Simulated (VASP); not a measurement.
Input of a VASP 6.6.1 run:

The input INCAR:

```
SYSTEM = AlN
  ALGO = Normal
  EDIFF = 1E-6
  ENCUT = 520
  GGA = PE
  ISIF = 2
  ISMEAR = 0
  LASPH = .True.
  LCHARG = .False.
  LREAL = .False.
  LWAVE = .False.
  NBANDS = 16
  NELM = 80
  PREC = Accurate
  SIGMA = 0.01
```

Contents of KPOINTS:

```
k-points
0
Gamma
  6 6 4
  0 0 0
```

POSCAR

```
AlN
1.0
    3.1066937602      0.0000000000      0.0000000000
   -1.5533468801      2.6904757181      0.0000000000
    0.0000000000      0.0000000000      4.8790197209
Al N
2 2
Direct
    0.3333333333      0.6666666667     -0.0053683633
    0.6666666667      0.3333333333      0.4946316367
    0.3333333333      0.6666666667      0.3803683633
    0.6666666667      0.3333333333      0.8803683633
```

Potentials or basis: VASP PAW PBE potentials, release 64 (Al, N).

Command:

```sh
$ cat potpaw_PBE.64/Al/POTCAR potpaw_PBE.64/N/POTCAR > POTCAR
$ mpirun -np 1 vasp_std > vasp.out
```

Problem. Predict the largest force.

Solution. 0.025 eV/Å.

Problem. Estimate the pressure.

Solution. 8.5 GPa.

Forces on the atoms (eV/Å):
```
Al   0.000  0.000 -0.025
Al   0.000  0.000 -0.025
N    0.000  0.000  0.025
N    0.000  0.000  0.025
```

Caveat: the cell differs from its parent crystal (uniaxial z strain -2.0%).
